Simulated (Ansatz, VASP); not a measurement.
# One calculation of KI, two programs

POSCAR

```
KI
1.0
    4.2910852517      0.0000000000      0.0000000000
    0.0000000000      4.5339606770      0.0000000000
    0.0000000000      0.0000000000      4.2910852517
K I
1 1
Direct
    0.0000000000      0.0000000000      0.0000000000
    0.5000000000      0.5000000000      0.5000000000
```

The input INCAR.step1:

```
ALGO = Normal ; EDIFF = 1E-5
ENCUT = 520 ; GGA = PE
ISIF = 2 ; ISMEAR = 0
LASPH = T ; LCHARG = F
LREAL = F ; LWAVE = T
NBANDS = 15 ; NELM = 80
PREC = Accurate ; SIGMA = 0.01
```

Contents of INCAR.step2:

```
ALGO = Normal ; EDIFF = 1E-6
ENCUT = 520 ; GGA = PE
HFSCREEN = 0.2079 ; ISIF = 2
ISMEAR = 0 ; ISTART = 1
LASPH = T ; LCHARG = F
LHFCALC = T ; LREAL = F
LWAVE = F ; NBANDS = 15
NELM = 80 ; PREC = Accurate
PRECFOCK = Normal ; SIGMA = 0.01
```

File KPOINTS:

```
k-points
0
Gamma
  4 4 4
```

Input for Ansatz:

```yaml
crystal:
  lattice:
    - [4.2910852517, 0.0, 0.0]
    - [0.0, 4.533960677, 0.0]
    - [0.0, 0.0, 4.2910852517]
  atoms:
    - { symbol: K, position: [0.0, 0.0, 0.0] }
    - { symbol: I, position: [0.5, 0.5, 0.5] }
kpoints:
  mp_grid: { grid: [4, 4, 4] }
  band_path:
    path:
      - [0.0, 0.0, 0.0]
      - [0.0, 0.5, 0.0]
      - [0.5, 0.5, 0.0]
      - [0.5, 0.5, 0.5]
      - [0.0, 0.5, 0.5]
    npoints: 1
hamiltonian:
  xc: hse06
scf:
  occupations: { method: fixed }
  n_extra_bands: 4
output:
  forces: true
  stress: true
  eigenvalues: true
  write_density: true
  write_potential: true
  elf: true
  volumetric_format: npy
```

Change from the starting cell: uniaxial_y strain +5.7%.

Alike in both runs: task single point; functional HSE06; k mesh 4 × 4 × 4; no spin polarisation.

|  | VASP | Ansatz |
| --- | --- | --- |
| version | VASP 6.6.1 | Ansatz 0.2.0 |
| potentials or method | VASP PAW PBE potentials, release 64 (K_sv, I) | plane waves, PAW |
| plane-wave cutoff (eV) | 520 | 420 |
| occupations | gaussian, width 0.01 eV | fixed |
| valence electrons in the cell | 16 | 26 |

Ansatz gave:

```
gap on the k mesh at the Fermi level (eV)                     : 4.02
pressure (GPa)                                                : -0.4
traceless stress, the component that is largest in VASP (GPa) : -1.04
```

Question: Estimate VASP's values.

Answer: gap on the k mesh at the Fermi level (eV): 4.01; pressure (GPa): -0.4; traceless stress, the component that is largest in VASP (GPa): -1.04.

VASP's potentials hold 16 valence electrons a cell and Ansatz's 26, so a difference there can come from the potentials and not from the codes. Ansatz's warnings: stress exchange threshold loose, stress scf threshold loose.

Neither program's run includes spin-orbit coupling.
